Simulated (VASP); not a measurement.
Wanted: the native input for a VASP 6.6.1 run.

| Item | Value |
| --- | --- |
| Task | single point |
| Functional | PBE |
| Potentials or basis | VASP PAW PBE potentials, release 64 (Rb_sv, Zn, Sb) |
| Cutoff | 520 eV |
| k mesh | 2 × 2 × 4 |
| Occupations | gaussian, width 0.1 eV |
| Spin | no spin polarisation |
| Dipole correction | no |
| Further INCAR settings | ALGO = Fast; EDIFF = 1e-07; NBANDS = 38 |

The structure of Rb4ZnSb2 lies in POSCAR:

```
Rb4ZnSb2
1.0
    9.0973011557      0.0000000000      0.0000000000
    0.0000000000      9.0973011557      0.0000000000
    0.0000000000      0.0000000000      3.9806063027
Rb Zn Sb
4 1 2
Direct
    0.2619514296      0.2619514296      0.0000000000
    0.7380485704      0.2619514296      0.0000000000
    0.7380485704      0.7380485704      0.0000000000
    0.2619514296      0.7380485704      0.0000000000
    0.0000000000      0.0000000000      0.0000000000
    0.0000000000      0.5000000000      0.5000000000
    0.5000000000      0.0000000000      0.5000000000
```

The cell was generated, and may not be a known phase.

The input as run:

INCAR

```
SYSTEM = Rb4ZnSb2
ALGO     = Fast           ! electronic algorithm
EDIFF    = 1E-7           ! SCF threshold, eV
ENCUT    = 520            ! plane-wave cutoff, eV
GGA      = PE             ! functional
ISIF     = 2              ! what is computed and relaxed
ISMEAR   = 0              ! smearing method
LASPH    = .True.         ! aspherical terms in the spheres
LCHARG   = .True.         ! write CHGCAR
LELF     = .True.         ! ELF
LREAL    = .False.        ! projectors in reciprocal space
LVHAR    = .True.       
LWAVE    = .False.        ! write WAVECAR
NBANDS   = 38             ! bands
NELM     = 80             ! most SCF steps
PREC     = Accurate       ! precision mode
SIGMA    = 0.1            ! smearing width, eV
```

KPOINTS

```
k-points
0
Gamma
  2 2 4
  0 0 0
```

Potentials or basis: VASP PAW PBE potentials, release 64 (Rb_sv, Zn, Sb).

Run with:

```bash
$ cat potpaw_PBE.64/Rb_sv/POTCAR potpaw_PBE.64/Zn/POTCAR potpaw_PBE.64/Sb/POTCAR > POTCAR
$ mpirun -np 1 vasp_std > vasp.out
```

It gave:

| Quantity | Value |
| --- | --- |
| Pressure | 0.2 GPa |
| Largest force | 0.021 eV/Å |
| Band gap on the k mesh | zero (bands 29 and 30 overlap by 0.97 eV) |

Caveat: the k points lie up to 0.39 Å⁻¹ apart, too coarse for converged energies and pressures of a metal; spin-orbit coupling is left out, which moves the levels of the heavy elements.

Run time: 3.3 min on 1 thread of Intel(R) Xeon(R) Platinum 8488C (Sapphire Rapids), with other jobs on the host, peak memory 0.44 GiB.
